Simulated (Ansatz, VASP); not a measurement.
Two plane-wave programs on KCl

The input INCAR:

```
PREC = Accurate ; ENCUT = 520
EDIFF = 1E-7 ; ISMEAR = 0
SIGMA = 0.05 ; LREAL = F
LASPH = T ; NELM = 80
ALGO = Normal ; ISIF = 2
LWAVE = F ; LCHARG = T
GGA = PE ; LELF = T
LVHAR = T ; NBANDS = 15
```

The input KPOINTS:

```
Automatic mesh
0
Gamma
  10 10 10
```

The input POSCAR:

```
KCl
1.0
    3.8205405698      0.0000000000      0.0000000000
    0.0000000000      3.8205405698      0.0000000000
    0.0000000000      0.0000000000      3.8205405698
K Cl
1 1
Direct
    0.0000000000      0.0000000000      0.0000000000
    0.5000000000      0.5000000000      0.5000000000
```

Input for Ansatz:

```yaml
crystal:
  lattice:
    - [3.8205405705, 0.0, 0.0]
    - [0.0, 3.8205405705, 0.0]
    - [0.0, 0.0, 3.8205405705]
  atoms:
    - { symbol: K, position: [0.0, 0.0, 0.0] }
    - { symbol: Cl, position: [0.5, 0.5, 0.5] }
basis:
  ecutwfc: 420
  ecutrho_ratio: 4
kpoints:
  mp_grid: { grid: [10, 10, 10] }
hamiltonian:
  xc: pbe
scf:
  occupations: { method: gaussian, width: 0.05 }
output:
  forces: true
  stress: true
  eigenvalues: true
```

Alike in both runs: task single point; functional PBE; k mesh 10 × 10 × 10; occupations gaussian, width 0.05 eV; no spin polarisation.

|  | VASP | Ansatz |
| --- | --- | --- |
| version | VASP 6.6.1 | Ansatz 0.2.0 |
| potentials or method | VASP PAW PBE potentials, release 64 (K_sv, Cl), cutoff 520 eV | scalar-relativistic, plane waves, PAW |
| valence electrons in the cell | 16 | 16 |

```tsv
	VASP	Ansatz	Ansatz less VASP
gap on the k mesh at the Fermi level (eV)	4.86	4.86	+0.001
least direct gap on the mesh (eV)	5.06	5.06	+0.001
pressure (GPa)	0.2	0.2	-0.01
```
